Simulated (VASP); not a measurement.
# PbS (R3m) in VASP: further runs, part 2 of 2

VASP 6.6.1. Earlier steps stand in the parts before.

### 3 Single point, r2SCAN

This run uses another cell than the first one, of 25.62 Å³/atom.

File POSCAR:

```
PbS
1.0
    2.0841087231      1.2032607323      3.4052630159
   -2.0841087231      1.2032607323      3.4052630159
    0.0000000000     -2.4065214646      3.4052630159
Pb S
1 1
Direct
    0.9805657800      0.9805657800      0.9805657800
    0.4750355500      0.4750355500      0.4750355500
```

File INCAR.step1:

```
  PREC = Accurate
  ENCUT = 520
  ISMEAR = -1
  SIGMA = 0.05
  LREAL = False
  LASPH = True
  NELM = 100
  NBANDS = 17
  GGA = PE
  ALGO = Normal
  EDIFF = 1E-4
  LWAVE = True
  LCHARG = False
```

File INCAR.step2:

```
  PREC = Accurate
  ENCUT = 520
  EDIFF = 1E-6
  ISMEAR = -1
  SIGMA = 0.05
  LREAL = False
  LASPH = True
  NELM = 100
  ALGO = Normal
  ISIF = 2
  LWAVE = False
  LCHARG = False
  METAGGA = R2SCAN
  LMIXTAU = True
  NBANDS = 17
  ISTART = 1
```

File KPOINTS:

```
Automatic mesh
0
Gamma
  8 8 8
```

Potentials or basis: VASP PAW PBE potentials, release 64 (Pb_d, S).

Started as:

```
cat potpaw_PBE.64/Pb_d/POTCAR potpaw_PBE.64/S/POTCAR > POTCAR
cp INCAR.step1 INCAR
mpirun -np 1 vasp_std > vasp.out
cp INCAR.step2 INCAR
mpirun -np 1 vasp_std > vasp.out
```

OUTCAR:

```text
PREC = Accurate
   ENCUT = 520
   EDIFF = 1E-6
   ISMEAR = -1
   LREAL = False
   LASPH = True
   NELM = 100
   ISIF = 2
   METAGGA = R2SCAN
   ISTART = 1

 ion  position               nearest neighbor table
   1  0.981  0.981  0.981-   2 2.92   2 2.92   2 2.92   2 2.98   2 2.98   2 2.98
   2  0.475  0.475  0.475-   1 2.92   1 2.92   1 2.92   1 2.98   1 2.98   1 2.98

  LATTYP: Found a trigonal (rhomboedric) cell.
 ALAT       =     4.1697915736
 COS(alpha) =     0.5003774362

  Lattice vectors:

 A1 = (   2.0841087231,   1.2032607323,   3.4052630159)
 A2 = (  -2.0841087231,   1.2032607323,   3.4052630159)
 A3 = (   0.0000000000,  -2.4065214646,   3.4052630159)

Analysis of symmetry for initial positions (statically):
=====================================================================
 Subroutine PRICEL returns:
 Original cell was already a primitive cell.

 Routine SETGRP: Setting up the symmetry group for a
 trigonal (rhombohedral) supercell.

 Subroutine GETGRP returns: Found  6 space group operations
 (whereof  6 operations were pure point group operations)
 out of a pool of 12 trial point group operations.

The static configuration has the point symmetry C_3v.

Analysis of symmetry for dynamics (positions and initial velocities):
=====================================================================
 Subroutine PRICEL returns:
 Original cell was already a primitive cell.

 Routine SETGRP: Setting up the symmetry group for a
 trigonal (rhombohedral) supercell.

 Subroutine GETGRP returns: Found  6 space group operations
 (whereof  6 operations were pure point group operations)
 out of a pool of 12 trial point group operations.

The dynamic configuration has the point symmetry C_3v.

 Subroutine INISYM returns: Found  6 space group operations
 (whereof  6 operations are pure point group operations),
 and found     1 'primitive' translations

----------------------------------------------------------------------------------------

                                     Primitive cell

  volume of cell :      51.2368

  direct lattice vectors                    reciprocal lattice vectors
     2.084108723  1.203260732  3.405263016     0.239910708  0.138512512  0.097887691
    -2.084108723  1.203260732  3.405263016    -0.239910708  0.138512512  0.097887691
     0.000000000 -2.406521465  3.405263016     0.000000000 -0.277025024  0.097887691

  length of vectors
     4.169791574  4.169791574  4.169791574     0.293810932  0.293810932  0.293810932

  position of ions in fractional coordinates (direct lattice)
     0.980565780  0.980565780  0.980565780
     0.475035550  0.475035550  0.475035550

  ion indices of the primitive-cell ions
   primitive index   ion index
                 1           1
                 2           2

----------------------------------------------------------------------------------------

 KPOINTS: Automatic mesh

Automatic generation of k-mesh.
 Grid dimensions read from file:
 generate k-points for:    8    8    8

 Generating k-lattice:

  Cartesian coordinates                     Fractional coordinates (reciprocal lattice)
     0.029988839  0.017314064  0.012235961     0.125000000  0.000000000  0.000000000
    -0.029988839  0.017314064  0.012235961     0.000000000  0.125000000  0.000000000
     0.000000000 -0.034628128  0.012235961     0.000000000  0.000000000  0.125000000

  Length of vectors
     0.036726367  0.036726367  0.036726367

  Shift w.r.t. Gamma in fractional coordinates (k-lattice)
     0.000000000  0.000000000  0.000000000

 Subroutine IBZKPT returns following result:
 ===========================================

 Found     65 irreducible k-points:

 Following reciprocal coordinates:
            Coordinates               Weight
  0.000000  0.000000  0.000000      1.000000
  0.125000  0.000000  0.000000      6.000000
  0.250000  0.000000  0.000000      6.000000
  0.375000  0.000000  0.000000      6.000000
  0.500000  0.000000  0.000000      3.000000
  0.125000  0.125000  0.000000      6.000000
[... 16 lines left out ...]
  0.250000  0.125000  0.125000      6.000000
  0.375000  0.125000  0.125000      6.000000
 [... further k-points ...]
   k-points           NKPTS =     65   k-points in BZ     NKDIM =     65   number of bands    NBANDS=     17
   number of dos      NEDOS =    301   number of ions     NIONS =      2
   total plane-waves  NPLWV =  32768
   dimension x,y,z NGX =    32 NGY =   32 NGZ =   32
   dimension x,y,z NGXF=    64 NGYF=   64 NGZF=   64
   ions per type =               1   1
   NGX,Y,Z   is equivalent  to a cutoff of  12.76, 12.76, 12.76 a.u.
   NGXF,Y,Z  is equivalent  to a cutoff of  25.52, 25.52, 25.52 a.u.
 SYSTEM =  unknown system
   PREC   = accura    normal or accurate (medium, high low for compatibility)
   ISTART =      1    job   : 0-new  1-cont  2-samecut
   ICHARG =      0    charge: 1-file 2-atom 10-const
   ISPIN  =      1    spin polarized calculation?
   LNONCOLLINEAR =      F non collinear calculations
   LSORBIT =      F    spin-orbit coupling
   LASPH  =      T    aspherical Exc in radial PAW
   ENCUT  =  520.0 eV  38.22 Ry    6.18 a.u.   7.75  7.75  7.75*2*pi/ulx,y,z
   NELM   =    100;   NELMIN=  2; NELMDL=  0     # of ELM steps
   EDIFF  = 0.1E-05   stopping-criterion for ELM
   LREAL  =      F    real-space projection
   EDIFFG = 0.1E-04   stopping-criterion for IOM
   NSW    =      0    number of steps for IOM
   IBRION =     -1    ionic relax: 0-MD 1-quasi-New 2-CG
   NFREE  =      0    steps in history (QN), initial steepest desc. (CG)
   ISIF   =      2    stress and relaxation
   ISYM   =      2    0-nonsym 1-usesym 2-fastsym
   POTIM  = 0.5000    time-step for ionic-motion
   TEBEG  =    0.0;   TEEND  =   0.0 temperature during run
   PSTRESS=    0.0 pullay stress
   NELECT =      20.0000    total number of electrons
   NUPDOWN=      -1.0000    fix difference up-down
   EMIN   =  10.00;   EMAX   =-10.00  energy-range for DOS
   EFERMI =   0.00;   METHOD = LEGACY
   ISMEAR =    -1;   SIGMA  =   0.05  broadening in eV -4-tet -1-fermi 0-gaus
   EFERMI_NEDOS =   21; number of points for ismear=-14 and -15
   IALGO  =     38    algorithm
   IMIX   =      4    mixing-type and parameters
     AMIX     =   0.40;   BMIX     =  1.00
     AMIX_MAG =   1.60;   BMIX_MAG =  1.00
  volume/ion in A,a.u.               =      25.62       172.88
  Fermi-wavevector in a.u.,A,eV,Ry     =   1.196440  2.260943 19.476304  1.431468
  Thomas-Fermi vector in A             =   2.332380
   LORBIT       =      0    0 simple, 1 ext, 2 COOP (PROOUT), +10 PAW based schemes
   METAGGA = R2SCAN    functional components
   LHFCALC =     F    Hartree Fock is set to
   AEXX    =    0.0000 exact exchange contribution
   IVDW    =     0    specifies the selected vdW correction
   LEPSILON=     F    determine dielectric tensor
   LRPA    =     F    only Hartree local field effects (RPA)
 non-spin polarized calculation
  energy-cutoff  :      520.00
  volume of cell :       51.24
 maximum number of plane-waves:      1411
   NGX = 15   NGY = 15   NGZ = 15

 number of electron      20.0000001 magnetization

 Free energy of the ion-electron system (eV)
  ---------------------------------------------------
  ext. energy  EPLUGINS =         0.00000000
  ---------------------------------------------------
  free energy    TOTEN  =       -65.59494056 eV

  energy without entropy =      -65.59490695  energy(sigma->0) =      -65.59492376

 E-fermi :   6.2551     XC(G=0): -10.3468

 val. band max:        5.9736404682   @ k =   0.5000   0.0000   0.0000
 cond. band min:       6.5364087900   @ k =   0.5000   0.0000   0.0000
 fundamental gap:      0.5627683218
 Fermi energy:         6.2550683056

 k-point     1 :       0.0000    0.0000    0.0000
  band No.  band energies     occupation
      1     -11.5353      2.00000
      2     -11.5349      2.00000
      3     -11.5349      2.00000
      4     -11.5205      2.00000
      5     -11.5205      2.00000
      6      -8.4463      2.00000
[... 9 lines left out ...]
     16      13.0717      0.00000
     17      14.9634      0.00000
[... 441 lines left out ...]
 k-point    24 :       0.3750    0.1250    0.1250
  band No.  band energies     occupation
      1     -11.5521      2.00000
      2     -11.5450      2.00000
      3     -11.5304      2.00000
      4     -11.5084      2.00000
      5     -11.4980      2.00000
      6      -7.6376      2.00000
[... 9 lines left out ...]
     16      16.0645      0.00000
     17      17.4255      0.00000

 [... further k-points ...]

------------------------ aborting loop because EDIFF is reached ----------------------------------------

  FORCE on cell =-STRESS in cart. coord.  units (eV):
  Direction    XX          YY          ZZ          XY          YZ          ZX
  --------------------------------------------------------------------------------------
  -------------------------------------------------------------------------------------
  Total        0.8074170      0.8074170      0.8121460      0.0000000      0.0000000      0.0000000
  in kB       25.2479697     25.2479697     25.3958453      0.0000000      0.0000000      0.0000000
  external PRESSURE =      25.2972616 kB  Pullay stress =       0.0000000 kB

 VOLUME and BASIS-vectors are now :
 -----------------------------------------------------------------------------
  energy-cutoff  :      520.00
  volume of cell :       51.24
      direct lattice vectors                 reciprocal lattice vectors
     2.084108723  1.203260732  3.405263016     0.239910708  0.138512512  0.097887691
    -2.084108723  1.203260732  3.405263016    -0.239910708  0.138512512  0.097887691
     0.000000000 -2.406521465  3.405263016     0.000000000 -0.277025024  0.097887691

 POSITION                                       TOTAL-FORCE (eV/Angst)
 -----------------------------------------------------------------------------------
      0.00000      0.00000     10.01725         0.000000      0.000000     -0.035678
      0.00000      0.00000      4.85286         0.000000      0.000000      0.035678
 -----------------------------------------------------------------------------------
    total drift:                                0.000000      0.000000      0.000128

  FREE ENERGIE OF THE ION-ELECTRON SYSTEM (eV)
  ---------------------------------------------------
  free  energy   TOTEN  =       -65.5949405644 eV

  energy  without entropy=      -65.5949069498  energy(sigma->0) =      -65.59492376
```

OUTCAR.step1:

```text
PREC = Accurate
   ENCUT = 520
   ISMEAR = -1
   LREAL = False
   LASPH = True
[... 701 lines left out ...]
      0.00000      0.00000     10.01725         0.000000      0.000000     -0.041547
      0.00000      0.00000      4.85286         0.000000     -0.000000      0.041547
 -----------------------------------------------------------------------------------
    total drift:                                0.000000      0.000000     -0.000074

  FREE ENERGIE OF THE ION-ELECTRON SYSTEM (eV)
  ---------------------------------------------------
  free  energy   TOTEN  =        -8.7386337012 eV

  energy  without entropy=       -8.7384008970  energy(sigma->0) =       -8.73851730
```

OSZICAR.step1:

```text
N       E                     dE             d eps       ncg     rms          rms(c)
DAV:   1     0.155817960113E+03    0.15582E+03   -0.95488E+03  2210   0.130E+03
DAV:   2     0.295919724674E+01   -0.15286E+03   -0.14702E+03  2359   0.316E+02
DAV:   3    -0.890583914832E+01   -0.11865E+02   -0.11757E+02  2929   0.916E+01
DAV:   4    -0.919532129391E+01   -0.28948E+00   -0.28916E+00  2812   0.157E+01
DAV:   5    -0.920540063890E+01   -0.10079E-01   -0.10079E-01  3271   0.283E+00    0.479E+00
DAV:   6    -0.873548967343E+01    0.46991E+00   -0.13169E+00  3476   0.799E+00    0.339E+00
DAV:   7    -0.873535719238E+01    0.13248E-03   -0.14011E-01  2630   0.189E+00    0.190E+00
DAV:   8    -0.873880831183E+01   -0.34511E-02   -0.14986E-02  2583   0.134E+00    0.195E-01
DAV:   9    -0.873846910504E+01    0.33921E-03   -0.28621E-03  3530   0.481E-01    0.860E-02
DAV:  10    -0.873862323136E+01   -0.15413E-03   -0.32692E-04  2520   0.113E-01    0.462E-02
DAV:  11    -0.873863370122E+01   -0.10470E-04   -0.57061E-05  2139   0.848E-02
   1 F= -.87386337E+01 E0= -.87385173E+01  d E =-.232804E-03
```

It took 2.6 min on 1 thread of Intel Xeon 8259CL, shared host; peak memory 0.22 GiB.

Results:

* Free energy: -65.5949 eV
* Pressure: 2.5 GPa
* Largest force: 0.036 eV/Å
* Band gap on the k mesh: 0.56 eV

Forces on the atoms (eV/Å):
```
Pb   0.000  0.000 -0.036
S    0.000  0.000  0.036
```

Levels at points of the mesh, in eV from the valence-band top:
| k point | band 8 | band 9 | band 10 | band 11 | band 12 | band 13 |
| --- | --- | --- | --- | --- | --- | --- |
| (0.00, 0.00, 0.00) | -2.46 | -2.46 | -2.46 | 5.54 | 5.58 | 5.58 |
| (0.50, 0.00, 0.00) | -2.05 | -2.04 | 0.00 | 0.56 | 2.12 | 2.13 |
| (0.50, 0.50, 0.00) | -5.57 | -3.77 | -3.77 | 4.02 | 6.05 | 6.14 |
| (0.50, 0.50, 0.50) | -2.04 | -2.04 | -0.03 | 0.59 | 2.12 | 2.12 |

Caveat: the PAW data sets were made with another functional, which shifts forces and pressure a little; spin-orbit coupling is left out, which moves the levels of the heavy elements. A k mesh can miss the band edges.
